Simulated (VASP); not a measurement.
Input of a VASP 6.6.1 run:

Contents of POSCAR:

```
HfO2
1.0
    3.5580193300      0.0000000000      0.0000000000
    0.0000000000      3.5580193300      0.0000000000
    0.0000000000      0.0000000000      5.1718612100
Hf O
2 4
Direct
    0.5000000014      0.5000000014      0.5000000010
    0.0000000000      0.0000000000      0.0000000000
    0.0000000000      0.5000000014      0.6972078800
    0.5000000014      0.0000000000      0.8027921209
    0.5000000014      0.0000000000      0.3027921200
    0.0000000000      0.5000000014      0.1972078791
```

The input INCAR.step1:

```
PREC = Accurate
ENCUT = 520
ISMEAR = 0
SIGMA = 0.01
LREAL = F
LASPH = T
NELM = 60
NBANDS = 31
GGA = PE
ALGO = Normal
EDIFF = 1E-4
LWAVE = T
LCHARG = F
```

File INCAR.step2:

```
PREC = Accurate
ENCUT = 520
EDIFF = 1E-6
ISMEAR = 0
SIGMA = 0.01
LREAL = F
LASPH = T
NELM = 60
ALGO = Normal
ISIF = 2
LWAVE = F
LCHARG = F
METAGGA = R2SCAN
LMIXTAU = T
NBANDS = 31
ISTART = 1
```

The input KPOINTS:

```
regular mesh
0
Gamma
  6 6 4
```

Potentials or basis: VASP PAW PBE potentials, release 64 (Hf_pv, O).

Launch:

```console
$ cat potpaw_PBE.64/Hf_pv/POTCAR potpaw_PBE.64/O/POTCAR > POTCAR
$ cp INCAR.step1 INCAR
$ mpirun -np 1 vasp_std > vasp.out
$ cp INCAR.step2 INCAR
$ mpirun -np 1 vasp_std > vasp.out
```

Question: Predict the band gap on the k mesh.

Answer: 5.29 eV, indirect (least direct gap 5.37 eV).

Question: Predict the pressure.

Answer: 0.4 GPa.

Forces on the atoms (eV/Å):
```
Hf   0.000  0.000  0.000
Hf   0.000  0.000  0.000
O    0.000  0.000 -0.003
O    0.000  0.000  0.003
O    0.000  0.000  0.003
O    0.000  0.000 -0.003
```

Caveat: the PAW data sets were made with another functional, which shifts forces and pressure a little; spin-orbit coupling is left out, which moves the levels of the heavy elements. A k mesh can miss the band edges.
